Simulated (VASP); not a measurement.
Set up this calculation in VASP 6.6.1, as the native input.

* Task: single point
* Functional: AM05
* Potentials or basis: VASP PAW PBE potentials, release 64 (Cd, S)
* Cutoff: 400 eV
* k mesh: 5 × 5 × 1
* Occupations: gaussian, width 0.03 eV
* Spin: no spin polarisation
* Tolerance level: standard
* Dipole correction: yes
* Purpose: a run that is hard to end
* Way: PBE orbitals, then all bands at once (ALGO All, ISEARCH 1)
* Further INCAR settings: ALGO = All; EDIFF = 1e-06; NELMDL = -8; ISIF = 0

The system is CdS, a sheet with vacuum.

```
CELL_PARAMETERS angstrom
4.26117 0.00000 0.00000
-2.13058 -3.69028 0.00000
0.00000 0.00000 -16.04866
ATOMIC_POSITIONS crystal
Cd 0.00000 0.00000 0.50152
S 0.33333 0.66667 0.49848
```

These files were run (other wordings do the same):

POSCAR

```
CdS
1.0
    4.2611695877      0.0000000000      0.0000000000
   -2.1305847939     -3.6902811128      0.0000000000
    0.0000000000      0.0000000000    -16.0486612573
Cd S
1 1
Direct
    0.0000000000      0.0000000000      0.5015160535
    0.3333333333      0.6666666667      0.4984839465
```

INCAR.step1

```
ALGO = Normal ; DIPOL = 0.5 0.5 0.500
EDIFF = 1E-5 ; EFERMI = MIDGAP
ENCUT = 400 ; GGA = PE
GGA_COMPAT = F ; IDIPOL = 3
ISIF = 0 ; ISMEAR = 0
LASPH = T ; LCHARG = T
LDIPOL = T ; LREAL = F
LWAVE = T ; NELM = 100
NELMDL = -8 ; PREC = Accurate
SIGMA = 0.03
```

INCAR.step2

```
ALGO = All ; DIPOL = 0.5 0.5 0.500
EDIFF = 1E-6 ; EFERMI = MIDGAP
ENCUT = 400 ; GGA = AM
GGA_COMPAT = F ; IDIPOL = 3
ISEARCH = 1 ; ISIF = 0
ISMEAR = 0 ; ISTART = 1
LASPH = T ; LCHARG = F
LDIPOL = T ; LREAL = F
LWAVE = F ; NELM = 100
NELMDL = -8 ; PREC = Accurate
SIGMA = 0.03
```

KPOINTS

```
k-points
0
Gamma
  5 5 1
```

Potentials or basis: VASP PAW PBE potentials, release 64 (Cd, S).

Run with:

```sh
$ cat potpaw_PBE.64/Cd/POTCAR potpaw_PBE.64/S/POTCAR > POTCAR
$ cp INCAR.step1 INCAR
$ mpirun -np 1 vasp_std > vasp.out
$ cp INCAR.step2 INCAR
$ mpirun -np 1 vasp_std > vasp.out
```

It gave:

- Largest force: 0.020 eV/Å
- Band gap on the k mesh: 1.62 eV

Caveat: the PAW data sets were made with another functional, which shifts forces and pressure a little.

It took 84 s on 1 thread of Intel(R) Xeon(R) 6975P-C (Granite Rapids), with other jobs on the host, peak memory 0.26 GiB.
